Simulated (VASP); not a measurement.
# TlBr (Pm-3m) in VASP: settings compared, part 2 of 3

VASP 6.6.1. Earlier steps stand in the parts before.

## Step 3: Single point, PBE0

POSCAR

```
TlBr
1.0
    3.9451847160      0.0000000000      0.0000000000
    0.0000000000      3.9451847160      0.0000000000
    0.0000000000      0.0000000000      3.9451847160
Tl Br
1 1
Direct
    0.0000000000      0.0000000000      0.0000000000
    0.5000000000      0.5000000000      0.5000000000
```

INCAR.step1

```
SYSTEM = TlBr
ALGO = Normal
EDIFF = 1E-5
ENCUT = 400
GGA = PE
GGA_COMPAT = .FALSE.
ISIF = 2
ISMEAR = 0
LASPH = .TRUE.
LCHARG = .FALSE.
LREAL = .FALSE.
LWAVE = .TRUE.
NBANDS = 17
NELM = 120
PREC = Accurate
SIGMA = 0.01
```

INCAR.step2

```
SYSTEM = TlBr
AEXX = 0.25
ALGO = Normal
EDIFF = 1E-6
ENCUT = 400
GGA = PE
GGA_COMPAT = .FALSE.
ISIF = 2
ISMEAR = 0
ISTART = 1
LASPH = .TRUE.
LCHARG = .FALSE.
LHFCALC = .TRUE.
LREAL = .FALSE.
LWAVE = .FALSE.
NBANDS = 17
NELM = 120
PREC = Accurate
PRECFOCK = Normal
SIGMA = 0.01
```

KPOINTS

```
k-points
0
G
  4 4 4
  0 0 0
```

Potentials or basis: VASP PAW PBE potentials, release 64 (Tl_d, Br).

Started as:

```
$ cat potpaw_PBE.64/Tl_d/POTCAR potpaw_PBE.64/Br/POTCAR > POTCAR
$ cp INCAR.step1 INCAR
$ mpirun -np 1 vasp_std > vasp.out
$ cp INCAR.step2 INCAR
$ mpirun -np 1 vasp_std > vasp.out
```

Wall time 7.3 min (1 thread of Oxide Virtual Turin-like, shared host); peak memory 0.13 GiB.

Results (log left out):

```
Free energy            : -7.2408 eV
Pressure               : 1.4 GPa
Band gap on the k mesh : 3.14 eV
```

Levels at points of the mesh, in eV from the valence-band top:
| k point | band 7 | band 8 | band 9 | band 10 | band 11 | band 12 | band 13 | band 14 |
| --- | --- | --- | --- | --- | --- | --- | --- | --- |
| (0.00, 0.00, 0.00) | -4.98 | -1.79 | -1.79 | -1.79 | 8.44 | 8.44 | 9.12 | 9.12 |
| (0.50, 0.00, 0.00) | -6.29 | -1.22 | -1.22 | 0.00 | 3.14 | 7.38 | 7.38 | 9.49 |
| (0.50, 0.50, 0.00) | -3.97 | -3.61 | -3.61 | -1.12 | 6.48 | 6.48 | 9.26 | 9.29 |
| (0.50, 0.50, 0.50) | -2.76 | -2.50 | -2.50 | -2.50 | 3.38 | 3.38 | 3.38 | 14.87 |

Caveat: the PAW data sets were made with another functional, which shifts forces and pressure a little; spin-orbit coupling is left out, which moves the levels of the heavy elements. A k mesh can miss the band edges.

## Step 4: Single point, HF

POSCAR is that of step 3.

INCAR.step1

```
PREC     = Accurate       # precision mode
ENCUT    = 400            # plane-wave cutoff, eV
EDIFF    = 1E-5           # SCF threshold, eV
ISMEAR   = 0              # smearing method
SIGMA    = 0.01           # smearing width, eV
LREAL    = False          # projectors in reciprocal space
LASPH    = True           # aspherical terms in the spheres
NELM     = 120            # most SCF steps
ALGO     = Normal         # electronic algorithm
ISIF     = 2              # what is computed and relaxed
LWAVE    = True           # write WAVECAR
LCHARG   = False          # write CHGCAR
NBANDS   = 17             # bands
GGA      = PE             # functional
GGA_COMPAT= False
```

INCAR.step2

```
PREC     = Accurate       # precision mode
ENCUT    = 400            # plane-wave cutoff, eV
EDIFF    = 1E-6           # SCF threshold, eV
ISMEAR   = 0              # smearing method
SIGMA    = 0.01           # smearing width, eV
LREAL    = False          # projectors in reciprocal space
LASPH    = True           # aspherical terms in the spheres
NELM     = 120            # most SCF steps
ALGO     = Normal         # electronic algorithm
ISIF     = 2              # what is computed and relaxed
LWAVE    = False          # write WAVECAR
LCHARG   = False          # write CHGCAR
GGA      = PE             # functional
LHFCALC  = True           # exact exchange
AEXX     = 1.0            # exact-exchange fraction
ALDAC    = 0.0          
AGGAC    = 0.0          
PRECFOCK = Normal       
NBANDS   = 17             # bands
ISTART   = 1            
GGA_COMPAT= False
```

KPOINTS

```
Automatic mesh
0
Gamma
  4 4 4
```

Potentials or basis: VASP PAW PBE potentials, release 64 (Tl_d, Br).

Started as:

```
$ cat potpaw_PBE.64/Tl_d/POTCAR potpaw_PBE.64/Br/POTCAR > POTCAR
$ cp INCAR.step1 INCAR
$ mpirun -np 1 vasp_std > vasp.out
$ cp INCAR.step2 INCAR
$ mpirun -np 1 vasp_std > vasp.out
```

OUTCAR:

```text
PREC = Accurate
   ENCUT = 400
   EDIFF = 1E-6
   ISMEAR = 0
   LREAL = False
   LASPH = True
   NELM = 120
   ISIF = 2
   GGA = PE
   LHFCALC = True
   AEXX = 1.0
   PRECFOCK = Normal
   ISTART = 1

 ion  position               nearest neighbor table
   1  0.000  0.000  0.000-   2 3.42   2 3.42   2 3.42   2 3.42   2 3.42   2 3.42   2 3.42   2 3.42

   2  0.500  0.500  0.500-   1 3.42   1 3.42   1 3.42   1 3.42   1 3.42   1 3.42   1 3.42   1 3.42

  LATTYP: Found a simple cubic cell.
 ALAT       =     3.9451847160

  Lattice vectors:

 A1 = (   3.9451847160,   0.0000000000,   0.0000000000)
 A2 = (   0.0000000000,   3.9451847160,   0.0000000000)
 A3 = (   0.0000000000,   0.0000000000,   3.9451847160)

Analysis of symmetry for initial positions (statically):
=====================================================================
 Subroutine PRICEL returns:
 Original cell was already a primitive cell.

 Routine SETGRP: Setting up the symmetry group for a
 simple cubic supercell.

 Subroutine GETGRP returns: Found 48 space group operations
 (whereof 48 operations were pure point group operations)
 out of a pool of 48 trial point group operations.

The static configuration has the point symmetry O_h .

Analysis of symmetry for dynamics (positions and initial velocities):
=====================================================================
 Subroutine PRICEL returns:
 Original cell was already a primitive cell.

 Routine SETGRP: Setting up the symmetry group for a
 simple cubic supercell.

 Subroutine GETGRP returns: Found 48 space group operations
 (whereof 48 operations were pure point group operations)
 out of a pool of 48 trial point group operations.

The dynamic configuration has the point symmetry O_h .

[... 105 lines left out ...]
  Fermi-wavevector in a.u.,A,eV,Ry     =   1.126378  2.128546 17.262084  1.268727
  Thomas-Fermi vector in A             =   2.263059
   LORBIT       =      0    0 simple, 1 ext, 2 COOP (PROOUT), +10 PAW based schemes
   GGA     = PE    functional components
   LHFCALC =     T    Hartree Fock is set to
   PRECFOCK=normal    Normal, Fast or Accurate (Low or Medium for compatibility)
   ENCUT4O =  -1.0   cutoff for four orbital integrals eV
   NKREDX  =     1    reduce k-point grid by
   NKREDY  =     1    reduce k-point grid by
   NKREDZ  =     1    reduce k-point grid by
   AEXX    =    1.0000 exact exchange contribution
   HFSCREEN=    0.0000 screening length (either q_TF or 0.3 A-1)
   HFSCREENC=   0.0000 screening length for correlation (either q_TF or 0.3 A-1)
   ENCUTFOCK=  -1.0 apply spherical cutoff to Coloumb kernel
   IVDW    =     0    specifies the selected vdW correction
   LEPSILON=     F    determine dielectric tensor
   LRPA    =     F    only Hartree local field effects (RPA)
 non-spin polarized calculation
 Gauss-broadening in eV      SIGMA  =   0.01
  energy-cutoff  :      400.00
  volume of cell :       61.40
 maximum number of plane-waves:      1141
 NGX is ok and might be reduce to    28
  NGX = 20; NGY = 20; NGZ = 20

 number of electron      20.0000010 magnetization

 Free energy of the ion-electron system (eV)
  ---------------------------------------------------
  ext. energy  EPLUGINS =         0.00000000
  ---------------------------------------------------
  free energy    TOTEN  =       -11.27557609 eV

  energy without entropy =      -11.27557609  energy(sigma->0) =      -11.27557609

 E-fermi :   0.5611     XC(G=0):   0.0000

 val. band max:        0.4924602323   @ k =   0.5000   0.0000   0.0000
 cond. band min:       8.2043387183   @ k =   0.5000   0.0000   0.0000
 fundamental gap:      7.7118784861
 Fermi energy:         0.5611009675

 k-point     1 :       0.0000    0.0000    0.0000
  band No.  band energies     occupation
      1     -19.1582      2.00000
      2     -14.9035      2.00000
      3     -14.9035      2.00000
      4     -14.7428      2.00000
      5     -14.7428      2.00000
      6     -14.7428      2.00000
[... 177 lines left out ...]
      4     -14.9008      2.00000
      5     -14.6487      2.00000
      6     -14.6487      2.00000
[... 9 lines left out ...]
     16      21.4238      0.00000
     17      25.4304      0.00000

------------------------ aborting loop because EDIFF is reached ----------------------------------------

  FORCE on cell =-STRESS in cart. coord.  units (eV):
  Direction    XX          YY          ZZ          XY          YZ          ZX
  --------------------------------------------------------------------------------------
  -------------------------------------------------------------------------------------
  Total        2.4929434      2.4929434      2.4929434      0.0000000      0.0000000     -0.0000000
  in kB       65.0460561     65.0460561     65.0460561      0.0000000      0.0000000     -0.0000000
  external PRESSURE =      65.0460561 kB  Pullay stress =       0.0000000 kB

 VOLUME and BASIS-vectors are now :
 -----------------------------------------------------------------------------
  energy-cutoff  :      400.00
  volume of cell :       61.40
      direct lattice vectors                 reciprocal lattice vectors
     3.945184716  0.000000000  0.000000000     0.253473556  0.000000000  0.000000000
     0.000000000  3.945184716  0.000000000     0.000000000  0.253473556  0.000000000
     0.000000000  0.000000000  3.945184716     0.000000000  0.000000000  0.253473556

 POSITION                                       TOTAL-FORCE (eV/Angst)
 -----------------------------------------------------------------------------------
      0.00000      0.00000      0.00000         0.000000      0.000000      0.000000
      1.97259      1.97259      1.97259         0.000000      0.000000      0.000000
 -----------------------------------------------------------------------------------
    total drift:                               -0.000000     -0.000000     -0.000000

  FREE ENERGIE OF THE ION-ELECTRON SYSTEM (eV)
  ---------------------------------------------------
  free  energy   TOTEN  =       -11.2755760896 eV

  energy  without entropy=      -11.2755760896  energy(sigma->0) =      -11.27557609
```

Wall time 8.4 min (1 thread of Oxide Virtual Turin-like, shared host); peak memory 0.13 GiB.

Results:

```yaml
Free_energy: -11.2756 eV
Pressure: 6.5 GPa
Band_gap_on_the_k_mesh: 7.71 eV
```

Levels at points of the mesh, in eV from the valence-band top:
```
           k point  band 7  band 8  band 9  band 10  band 11  band 12  band 13  band 14
(0.00, 0.00, 0.00)   -5.47   -2.90   -2.90    -2.90    13.43    13.43    14.66    14.66
(0.50, 0.00, 0.00)   -7.83   -2.27   -2.27     0.00     7.71    12.48    12.48    14.62
(0.50, 0.50, 0.00)   -4.99   -4.99   -4.23    -2.15    11.46    11.46    14.46    14.88
(0.50, 0.50, 0.50)   -3.84   -3.84   -3.84    -2.63     7.86     7.86     7.86    20.93
```

Caveat: the cell stands under pressure; the PAW data sets were made with another functional, which shifts forces and pressure a little; spin-orbit coupling is left out, which moves the levels of the heavy elements.

(Part 2 of 3 ends here.)
